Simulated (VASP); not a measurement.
Set up this calculation in VASP 6.6.1, as the native input.

| Quantity | Value |
| --- | --- |
| Task | single point |
| Functional | PBE |
| Potentials or basis | VASP PAW PBE potentials, release 64 (Ag) |
| Cutoff | 520 eV |
| k mesh | 16 × 16 × 16 |
| Occupations | fermi-dirac, width 0.0612256 eV |
| Spin | no spin polarisation |
| Dipole correction | no |
| Further INCAR settings | ALGO = Normal; EDIFF = 1e-06; NBANDS = 12 |

The structure of Ag lies in POSCAR:

```
Ag
1.0
   -1.6726917995      1.6726917995      1.6726917995
    1.6726917995     -1.6726917995      1.6726917995
    1.6726917995      1.6726917995     -1.6726917995
Ag
1
Direct
    0.0000000000      0.0000000000      0.0000000000
```

One way to write it, as run:

INCAR

```
  PREC = Accurate
  ENCUT = 520
  EDIFF = 1E-6
  ISMEAR = -1
  SIGMA = 0.06122561905347299
  LREAL = F
  LASPH = T
  NELM = 80
  ALGO = Normal
  ISIF = 2
  LWAVE = F
  LCHARG = F
  GGA = PE
  NBANDS = 12
```

KPOINTS

```
regular mesh
0
Gamma
  16 16 16
```

Potentials or basis: VASP PAW PBE potentials, release 64 (Ag).

Run with:

```sh
$ cat potpaw_PBE.64/Ag/POTCAR > POTCAR
$ mpirun -np 1 vasp_std > vasp.out
```

It gave:

```yaml
Pressure: -3.1 GPa
```

Run time: 11 s on 1 thread of Intel(R) Xeon(R) Platinum 8488C (Sapphire Rapids) (shared host), peak memory 0.16 GiB.
